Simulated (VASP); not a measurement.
Here is a VASP 6.6.1 calculation.

The input INCAR:

```
PREC = Accurate
ENCUT = 520
EDIFF = 1E-7
ISMEAR = 0
SIGMA = 0.02
LREAL = False
LASPH = True
NELM = 80
ALGO = Normal
ISIF = 2
LWAVE = False
LCHARG = True
GGA = CA
LELF = True
LVHAR = True
NBANDS = 35
```

File KPOINTS:

```
regular mesh
0
Gamma
  10 10 10
```

The input POSCAR:

```
SnO2
1.0
   -1.9408311218      1.9408311218      4.6908030609
    1.9408311218     -1.9408311218      4.6908030609
    1.9408311218      1.9408311218     -4.6908030609
Sn O
2 4
Direct
    0.7500000000      0.2500000000      0.5000000000
    0.0000000000      0.0000000000      0.0000000000
    0.7855796337      0.7855796337      0.0000000000
    0.9644203663      0.4644203663      0.5000000000
    0.2144203663      0.2144203663      0.0000000000
    0.5355796337      0.0355796337      0.5000000000
```

Potentials or basis: VASP PAW LDA potentials, release 64 (Sn_d, O).

Run with:

```bash
$ cat potpaw_LDA.64/Sn_d/POTCAR potpaw_LDA.64/O/POTCAR > POTCAR
$ mpirun -np 1 vasp_std > vasp.out
```

(1) Predict the pressure.

(2) Predict the largest force.

(3) Estimate the band gap on the k mesh.

Results:

(1) 26.6 GPa.

(2) 0.058 eV/Å.

(3) 2.80 eV, indirect (least direct gap 3.61 eV).

Caveat: spin-orbit coupling is left out, which moves the levels of the heavy elements.
